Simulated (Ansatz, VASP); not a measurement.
# One calculation of Cd, two programs

Contents of INCAR:

```
SYSTEM = Cd
PREC     = Accurate       ! precision mode
ENCUT    = 520            ! plane-wave cutoff, eV
EDIFF    = 1E-7           ! SCF threshold, eV
ISMEAR   = 0              ! smearing method
SIGMA    = 0.15           ! smearing width, eV
LREAL    = .False.        ! projectors in reciprocal space
LASPH    = .True.         ! aspherical terms in the spheres
NELM     = 60             ! most SCF steps
ALGO     = Fast           ! electronic algorithm
ISIF     = 2              ! what is computed and relaxed
LWAVE    = .False.        ! write WAVECAR
LCHARG   = .False.        ! write CHGCAR
GGA      = PE             ! functional
NBANDS   = 12             ! bands
```

KPOINTS

```
regular mesh
0
Gamma
  18 18 18
  0 0 0
```

The input POSCAR:

```
Cd
1.0
    0.0000000000      2.4934850722      1.6948218036
    2.4934850722      0.0000000000      1.6948218036
    2.4934850722      2.4934850722      0.0000000000
Cd
1
Direct
    0.0000000000      0.0000000000      0.0000000000
```

Input for Ansatz:

```yaml
crystal:
  lattice:
    - [0.0, 2.4934850722, 1.6948218036]
    - [2.4934850722, 0.0, 1.6948218036]
    - [2.4934850722, 2.4934850722, 0.0]
  atoms:
    - { symbol: Cd, position: [0.0, 0.0, 0.0] }
basis:
  ecutwfc: 420
kpoints:
  mp_grid: { grid: [18, 18, 18] }
hamiltonian:
  xc: pbe
scf:
  occupations: { method: gaussian, width: 0.15 }
output:
  forces: true
  stress: true
  eigenvalues: true
```

Alike in both runs: task single point; functional PBE; k mesh 18 × 18 × 18; occupations gaussian, width 0.15 eV; no spin polarisation.

|  | VASP | Ansatz |
| --- | --- | --- |
| version | VASP 6.6.1 | Ansatz 0.2.0 |
| potentials or method | VASP PAW PBE potentials, release 64 (Cd), cutoff 520 eV | scalar-relativistic, plane waves, PAW |
| valence electrons in the cell | 12 | 20 |

|  | VASP | Ansatz | Ansatz less VASP |
| --- | --- | --- | --- |
| gap on the k mesh at the Fermi level (eV) | none | none | - |
| pressure (GPa) | 5.6 | 5.2 | -0.35 |
| traceless stress, the component that is largest in VASP (GPa) | -0.95 | -0.96 | -0.006 |

A gap of «none» marks a metal or a gap that the smearing closes. VASP's potentials hold 12 valence electrons a cell and Ansatz's 20, so a difference there can come from the potentials and not from the codes.
